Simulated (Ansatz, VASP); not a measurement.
One calculation of HfC5, two programs

The input INCAR:

```
SYSTEM = HfC5
ALGO = Normal
EDIFF = 1E-7
EDIFFG = -0.01
ENCUT = 600
GGA = PE
IBRION = 2
ISIF = 3
ISMEAR = 0
LASPH = .TRUE.
LCHARG = .FALSE.
LREAL = .FALSE.
LWAVE = .FALSE.
NELM = 100
NSW = 100
PREC = Accurate
SIGMA = 0.1
```

Contents of KPOINTS:

```
k-points
0
G
  12 12 14
  0 0 0
```

The input POSCAR:

```
HfC5
1.0
    4.6043623181      0.0000000000      0.0000000000
   -2.3021811591      3.9874947357      0.0000000000
    0.0000000000      0.0000000000      2.5962202263
Hf C
1 5
Direct
    0.0000000000      0.0000000000      0.0000000000
    0.0000000000      0.5000000000      0.5000000000
    0.3333333333      0.6666666667      0.0000000000
    0.6666666667      0.3333333333      0.0000000000
    0.5000000000      0.0000000000      0.5000000000
    0.5000000000      0.5000000000      0.5000000000
```

Input for Ansatz:

```yaml
crystal:
  lattice:
    - [4.6043623181, 0.0, 0.0]
    - [-2.3021811591, 3.9874947357, 0.0]
    - [0.0, 0.0, 2.5962202263]
  atoms:
    - { symbol: Hf, position: [0.0, 0.0, 0.0] }
    - { symbol: C, position: [0.0, 0.5, 0.5] }
    - { symbol: C, position: [0.3333333333, 0.6666666667, 0.0] }
    - { symbol: C, position: [0.6666666667, 0.3333333333, 0.0] }
    - { symbol: C, position: [0.5, 0.0, 0.5] }
    - { symbol: C, position: [0.5, 0.5, 0.5] }
basis:
  ecutwfc: 420
kpoints:
  mp_grid: { grid: [12, 12, 14] }
hamiltonian:
  xc: pbe
scf:
  occupations: { method: gaussian, width: 0.1 }
output:
  forces: true
  stress: true
  eigenvalues: true
  write_density: true
  write_potential: true
  elf: true
  volumetric_format: npy
relax:
  adjacent_minimum: "off"
  f_tol: 0.01
  max_steps: 80
  cell: { stress_tol: 0.05 }
```

Change from the starting cell: species swapped into the DyRh5 type (P6/mmm, No. 191).

Alike in both runs: task relaxation of cell and atoms; functional PBE; k mesh 12 × 12 × 14; occupations gaussian, width 0.1 eV; no spin polarisation.

|  | VASP | Ansatz |
| --- | --- | --- |
| version | VASP 6.6.1 | Ansatz 0.2.0 |
| potentials or method | VASP PAW PBE potentials, release 64 (Hf_pv, C), cutoff 600 eV | scalar-relativistic, plane waves, PAW |
| valence electrons in the cell | 30 | 46 |

Ansatz gave:

| Item | Value |
| --- | --- |
| gap on the k mesh at the Fermi level, each at its own relaxed structure (eV) | none |
| relaxed volume (Å³/atom) | 7.94 |
| relaxed length of the cell vector where the two differ most in proportion (Å) | 4.622 |

Task: What did VASP give for the same quantities?

Result: gap on the k mesh at the Fermi level, each at its own relaxed structure (eV): none; relaxed volume (Å³/atom): 7.90; relaxed length of the cell vector where the two differ most in proportion (Å): 4.613.

A gap of «none» marks a metal or a gap that the smearing closes. VASP's potentials hold 30 valence electrons a cell and Ansatz's 46, so a difference there can come from the potentials and not from the codes.

Spin-orbit coupling is off throughout.
